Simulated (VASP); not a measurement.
# In3As (Amm2) in VASP: single point with PBEsol+D3(BJ)

Aim: the single point of In3As with PBEsol+D3(BJ).

Everything below comes from runs of VASP 6.6.1. Logs are shortened: lines on timing, memory, paths and dates and some standing lists are left out, and cuts for length are marked.

### Step 1. The cell of the first run

The structure is orthorhombic, space group Amm2 (No. 38). The conventional cell has a = 4.502 Å, b = 6.367 Å, c = 6.367 Å, α = 90.00°, β = 90.00°, γ = 90.00°. In (site symmetry mm2) has 4 As at 2.92 to 3.45 Å and 8 In at 3.18 Å within 3.8 Å. In (site symmetry m) has 4 As at 3.06 to 3.32 Å and 8 In at 3.18 Å within 4.0 Å. As (site symmetry mm2) has 12 In at 2.92 to 3.45 Å within 3.8 Å.

### Step 2. Single point, PBEsol+D3(BJ)

INCAR reads:

```
SYSTEM = In3As
PREC = Accurate
ENCUT = 520
EDIFF = 1E-6
ISMEAR = 0
SIGMA = 0.15
LREAL = .FALSE.
LASPH = .TRUE.
NELM = 60
ALGO = Fast
ISIF = 2
LWAVE = .FALSE.
LCHARG = .FALSE.
GGA = PS
IVDW = 12
NBANDS = 30
```

KPOINTS reads:

```
Automatic mesh
0
G
  10 10 10
  0 0 0
```

POSCAR reads:

```
In3As
1.0
    4.5024438172      0.0000000000      0.0000000000
    0.0000000000      4.5024438172      0.0000000000
    0.0000000000      0.0000000000      4.5024438172
In As
3 1
Direct
    0.0000000000      0.5000000000      0.5000000000
    0.5000000000      0.0000000000      0.5000000000
    0.5000000000      0.5000000000      0.0000000000
    0.0000000000     -0.0412255072     -0.0412255072
```

Potentials or basis: VASP PAW PBE potentials, release 64 (In_d, As).

On the command line:

```sh
> cat potpaw_PBE.64/In_d/POTCAR potpaw_PBE.64/As/POTCAR > POTCAR
> mpirun -np 1 vasp_std > vasp.out
```

OUTCAR:

```text
SYSTEM = In3As
   PREC = Accurate
   ENCUT = 520
   EDIFF = 1E-6
   ISMEAR = 0
   LREAL = .FALSE.
   LASPH = .TRUE.
   NELM = 60
   ISIF = 2
   GGA = PS
   IVDW = 12
 IVDW          = 12

 ion  position               nearest neighbor table
   1  0.000  0.500  0.500-   4 2.92   3 3.18   2 3.18   3 3.18   2 3.18   2 3.18   3 3.18   3 3.18
                             2 3.18   4 3.19   4 3.19   4 3.45
   2  0.500  0.000  0.500-   4 3.06   4 3.06   1 3.18   3 3.18   1 3.18   3 3.18   3 3.18   1 3.18
                             3 3.18   1 3.18   4 3.32   4 3.32
   3  0.500  0.500  0.000-   4 3.06   4 3.06   1 3.18   1 3.18   2 3.18   2 3.18   2 3.18   1 3.18
                             2 3.18   1 3.18   4 3.32   4 3.32
   4  0.000  0.959  0.959-   1 2.92   2 3.06   3 3.06   2 3.06   3 3.06   1 3.19   1 3.19   3 3.32
                             3 3.32   2 3.32   2 3.32   1 3.45

  LATTYP: Found a simple cubic cell.
 ALAT       =     4.5024438172

  Lattice vectors:

 A1 = (   4.5024438172,   0.0000000000,   0.0000000000)
 A2 = (   0.0000000000,   4.5024438172,   0.0000000000)
 A3 = (   0.0000000000,   0.0000000000,   4.5024438172)

Analysis of symmetry for initial positions (statically):
=====================================================================
 Subroutine PRICEL returns:
 Original cell was already a primitive cell.

 Routine SETGRP: Setting up the symmetry group for a
 simple cubic supercell.

 Subroutine GETGRP returns: Found  4 space group operations
 (whereof  4 operations were pure point group operations)
 out of a pool of 48 trial point group operations.

The static configuration has the point symmetry C_2v.

Analysis of symmetry for dynamics (positions and initial velocities):
=====================================================================
 Subroutine PRICEL returns:
 Original cell was already a primitive cell.

 Routine SETGRP: Setting up the symmetry group for a
 simple cubic supercell.

 Subroutine GETGRP returns: Found  4 space group operations
 (whereof  4 operations were pure point group operations)
 out of a pool of 48 trial point group operations.

The dynamic configuration has the point symmetry C_2v.

 Subroutine INISYM returns: Found  4 space group operations
 (whereof  4 operations are pure point group operations),
 and found     1 'primitive' translations

----------------------------------------------------------------------------------------

                                     Primitive cell

  volume of cell :      91.2735

  direct lattice vectors                    reciprocal lattice vectors
     4.502443817  0.000000000  0.000000000     0.222101605  0.000000000  0.000000000
     0.000000000  4.502443817  0.000000000     0.000000000  0.222101605  0.000000000
     0.000000000  0.000000000  4.502443817     0.000000000  0.000000000  0.222101605

  length of vectors
     4.502443817  4.502443817  4.502443817     0.222101605  0.222101605  0.222101605

  position of ions in fractional coordinates (direct lattice)
     0.000000000  0.500000000  0.500000000
     0.500000000  0.000000000  0.500000000
     0.500000000  0.500000000  0.000000000
     0.000000000  0.958774493  0.958774493

  ion indices of the primitive-cell ions
   primitive index   ion index
                 1           1
                 2           2
                 3           3
                 4           4

----------------------------------------------------------------------------------------

 KPOINTS: Automatic mesh

Automatic generation of k-mesh.
 Grid dimensions read from file:
 generate k-points for:   10   10   10

 Generating k-lattice:

  Cartesian coordinates                     Fractional coordinates (reciprocal lattice)
     0.022210161  0.000000000  0.000000000     0.100000000  0.000000000  0.000000000
     0.000000000  0.022210161  0.000000000     0.000000000  0.100000000  0.000000000
     0.000000000  0.000000000  0.022210161     0.000000000  0.000000000  0.100000000

  Length of vectors
     0.022210161  0.022210161  0.022210161

  Shift w.r.t. Gamma in fractional coordinates (k-lattice)
     0.000000000  0.000000000  0.000000000

 Subroutine IBZKPT returns following result:
 ===========================================

 Found    186 irreducible k-points:

 Following reciprocal coordinates:
            Coordinates               Weight
  0.000000  0.000000  0.000000      1.000000
  0.100000  0.000000  0.000000      2.000000
  0.000000  0.100000  0.000000      4.000000
  0.200000  0.000000  0.000000      2.000000
  0.000000  0.200000  0.000000      4.000000
  0.300000  0.000000  0.000000      2.000000
[... 16 lines left out ...]
  0.400000  0.100000  0.000000      8.000000
  0.000000  0.400000  0.100000      4.000000
 [... further k-points ...]
   k-points           NKPTS =    186   k-points in BZ     NKDIM =    186   number of bands    NBANDS=     30
   number of dos      NEDOS =    301   number of ions     NIONS =      4
   total plane-waves  NPLWV =  46656
   dimension x,y,z NGX =    36 NGY =   36 NGZ =   36
   dimension x,y,z NGXF=    72 NGYF=   72 NGZF=   72
   ions per type =               3   1
   NGX,Y,Z   is equivalent  to a cutoff of  13.29, 13.29, 13.29 a.u.
   NGXF,Y,Z  is equivalent  to a cutoff of  26.58, 26.58, 26.58 a.u.
 SYSTEM =  In3As
   PREC   = accura    normal or accurate (medium, high low for compatibility)
   ISTART =      0    job   : 0-new  1-cont  2-samecut
   ICHARG =      2    charge: 1-file 2-atom 10-const
   ISPIN  =      1    spin polarized calculation?
   LNONCOLLINEAR =      F non collinear calculations
   LSORBIT =      F    spin-orbit coupling
   LASPH  =      T    aspherical Exc in radial PAW
   ENCUT  =  520.0 eV  38.22 Ry    6.18 a.u.   8.37  8.37  8.37*2*pi/ulx,y,z
   NELM   =     60;   NELMIN=  2; NELMDL= -5     # of ELM steps
   EDIFF  = 0.1E-05   stopping-criterion for ELM
   LREAL  =      F    real-space projection
   EDIFFG = 0.1E-04   stopping-criterion for IOM
   NSW    =      0    number of steps for IOM
   IBRION =     -1    ionic relax: 0-MD 1-quasi-New 2-CG
   NFREE  =      0    steps in history (QN), initial steepest desc. (CG)
   ISIF   =      2    stress and relaxation
   ISYM   =      2    0-nonsym 1-usesym 2-fastsym
   POTIM  = 0.5000    time-step for ionic-motion
   TEBEG  =    0.0;   TEEND  =   0.0 temperature during run
   PSTRESS=    0.0 pullay stress
   NELECT =      44.0000    total number of electrons
   NUPDOWN=      -1.0000    fix difference up-down
   EMIN   =  10.00;   EMAX   =-10.00  energy-range for DOS
   EFERMI =   0.00;   METHOD = LEGACY
   ISMEAR =     0;   SIGMA  =   0.15  broadening in eV -4-tet -1-fermi 0-gaus
   EFERMI_NEDOS =   21; number of points for ismear=-14 and -15
   IALGO  =     68    algorithm
   IMIX   =      4    mixing-type and parameters
     AMIX     =   0.40;   BMIX     =  1.00
     AMIX_MAG =   1.60;   BMIX_MAG =  1.00
  volume/ion in A,a.u.               =      22.82       153.99
  Fermi-wavevector in a.u.,A,eV,Ry     =   1.283642  2.425733 22.418837  1.647738
  Thomas-Fermi vector in A             =   2.415883
   LORBIT       =      0    0 simple, 1 ext, 2 COOP (PROOUT), +10 PAW based schemes
   GGA     = PS    functional components
   LHFCALC =     F    Hartree Fock is set to
   AEXX    =    0.0000 exact exchange contribution
   IVDW    =    12    specifies the selected vdW correction
   LEPSILON=     F    determine dielectric tensor
   LRPA    =     F    only Hartree local field effects (RPA)
 non-spin polarized calculation
 RMM-DIIS sequential band-by-band and
 Gauss-broadening in eV      SIGMA  =   0.15
  energy-cutoff  :      520.00
  volume of cell :       91.27
 maximum number of plane-waves:      2517
 NGX is ok and might be reduce to    36
   NGX = 17   NGY = 17   NGZ = 17

 number of electron      44.0000041 magnetization

 Free energy of the ion-electron system (eV)
  ---------------------------------------------------
  ext. energy  EPLUGINS =         0.00000000
  ---------------------------------------------------
  free energy    TOTEN  =       -13.72256327 eV

  energy without entropy =      -13.69921145  energy(sigma->0) =      -13.71088736

 E-fermi :   7.8110     XC(G=0): -10.8048

 val. band max:        7.8097016395   @ k =   0.2000   0.1000   0.0000
 cond. band min:       7.8165209580   @ k =   0.5000   0.3000   0.0000
 fundamental gap:      0.0068193185
 Fermi energy:         7.8110445728

 k-point     1 :       0.0000    0.0000    0.0000
  band No.  band energies     occupation
      1      -7.0684      2.00000
      2      -7.0289      2.00000
      3      -7.0268      2.00000
      4      -7.0260      2.00000
      5      -6.8180      2.00000
      6      -6.8162      2.00000
[... 22 lines left out ...]
     29      14.0885      0.00000
     30      15.2386      0.00000

 k-point     2 :       0.1000    0.0000    0.0000
  band No.  band energies     occupation
      1      -7.0545      2.00000
      2      -7.0229      2.00000
      3      -7.0144      2.00000
      4      -7.0123      2.00000
      5      -6.8139      2.00000
      6      -6.8072      2.00000
[... 22 lines left out ...]
     29      14.4077      0.00000
     30      15.3308      0.00000

 k-point     3 :       0.0000    0.1000    0.0000
  band No.  band energies     occupation
      1      -7.0545      2.00000
      2      -7.0249      2.00000
      3      -7.0133      2.00000
      4      -7.0115      2.00000
      5      -6.8154      2.00000
      6      -6.8058      2.00000
[... 22 lines left out ...]
     29      14.4167      0.00000
     30      15.2817      0.00000

 k-point     4 :       0.2000    0.0000    0.0000
  band No.  band energies     occupation
      1      -7.0172      2.00000
      2      -7.0121      2.00000
      3      -6.9721      2.00000
      4      -6.9697      2.00000
      5      -6.8075      2.00000
      6      -6.7764      2.00000
[... 22 lines left out ...]
     29      14.9628      0.00000
     30      15.4080      0.00000

 k-point     5 :       0.0000    0.2000    0.0000
  band No.  band energies     occupation
      1      -7.0168      2.00000
      2      -7.0151      2.00000
      3      -6.9709      2.00000
      4      -6.9692      2.00000
      5      -6.8090      2.00000
      6      -6.7754      2.00000
[... 22 lines left out ...]
     29      15.0010      0.00000
     30      15.3958      0.00000
[... 526 lines left out ...]
     29      14.8015      0.00000
     30      15.2201      0.00000

 k-point    22 :       0.0000   -0.3000    0.1000
  band No.  band energies     occupation
      1      -6.9937      2.00000
      2      -6.9545      2.00000
      3      -6.8992      2.00000
      4      -6.8915      2.00000
      5      -6.7918      2.00000
      6      -6.7247      2.00000
[... 22 lines left out ...]
     29      14.7716      0.00000
     30      15.2212      0.00000

 k-point    23 :       0.4000    0.1000    0.0000
  band No.  band energies     occupation
      1      -6.9822      2.00000
      2      -6.8907      2.00000
      3      -6.8243      2.00000
      4      -6.8160      2.00000
      5      -6.7784      2.00000
      6      -6.6823      2.00000
[... 22 lines left out ...]
     29      14.0184      0.00000
     30      14.3903      0.00000

 k-point    24 :       0.0000    0.4000    0.1000
  band No.  band energies     occupation
      1      -6.9848      2.00000
      2      -6.8944      2.00000
      3      -6.8237      2.00000
      4      -6.8171      2.00000
      5      -6.7786      2.00000
      6      -6.6816      2.00000
[... 22 lines left out ...]
     29      14.1030      0.00000
     30      14.4216      0.00000

 [... further k-points ...]

------------------------ aborting loop because EDIFF is reached ----------------------------------------

 Edisp (eV)   -1.58651

 E8    (eV) :    -1.1204

  FORCE on cell =-STRESS in cart. coord.  units (eV):
  Direction    XX          YY          ZZ          XY          YZ          ZX
  --------------------------------------------------------------------------------------
  -------------------------------------------------------------------------------------
  Total       0.23966     0.26970     0.26970     0.00000    -0.01854     0.00000
  in kB       4.20697     4.73420     4.73420     0.00000    -0.32545     0.00000
  external pressure =        4.56 kB  Pullay stress =        0.00 kB

 VOLUME and BASIS-vectors are now :
 -----------------------------------------------------------------------------
  energy-cutoff  :      520.00
  volume of cell :       91.27
      direct lattice vectors                 reciprocal lattice vectors
     4.502443817  0.000000000  0.000000000     0.222101605  0.000000000  0.000000000
     0.000000000  4.502443817  0.000000000     0.000000000  0.222101605  0.000000000
     0.000000000  0.000000000  4.502443817     0.000000000  0.000000000  0.222101605

 POSITION                                       TOTAL-FORCE (eV/Angst)
 -----------------------------------------------------------------------------------
      0.00000      2.25122      2.25122         0.000000     -0.154849     -0.154849
      2.25122      0.00000      2.25122         0.000000      0.246700     -0.118646
      2.25122      2.25122      0.00000         0.000000     -0.118646      0.246700
      0.00000      4.31683      4.31683         0.000000      0.026796      0.026796
 -----------------------------------------------------------------------------------
    total drift:                                0.000000     -0.000430     -0.000430

  FREE ENERGIE OF THE ION-ELECTRON SYSTEM (eV)
  ---------------------------------------------------
  free  energy   TOTEN  =       -15.3090730151 eV

  energy  without entropy=      -15.2857211976  energy(sigma->0) =      -15.29739711
```

Run time: 6.1 min. Hardware: 1 thread of AMD EPYC 9R45 (Zen 5), shared host; peak memory 0.5 GiB.

Results:

```
Free energy                : -15.3091 eV
Pressure                   : 0.5 GPa
Largest force              : 0.274 eV/Å
Band gap on the k mesh     : zero (bands 22 and 23 overlap by 4.57 eV)
Dispersion energy per atom : -0.397 eV
```

Forces in eV/Å, atoms in the order of the input:
```
In   0.000 -0.155 -0.155
In   0.000  0.247 -0.119
In   0.000 -0.119  0.247
As   0.000  0.027  0.027
```

Caveat: the cell differs from its parent crystal (all As atoms moved +0.263 Å, as atom 4 towards its neighbour atom 1 (In) at 3.184 Å); the PAW data sets were made with another functional, which shifts forces and pressure a little; spin-orbit coupling is left out, which moves the levels of the heavy elements.
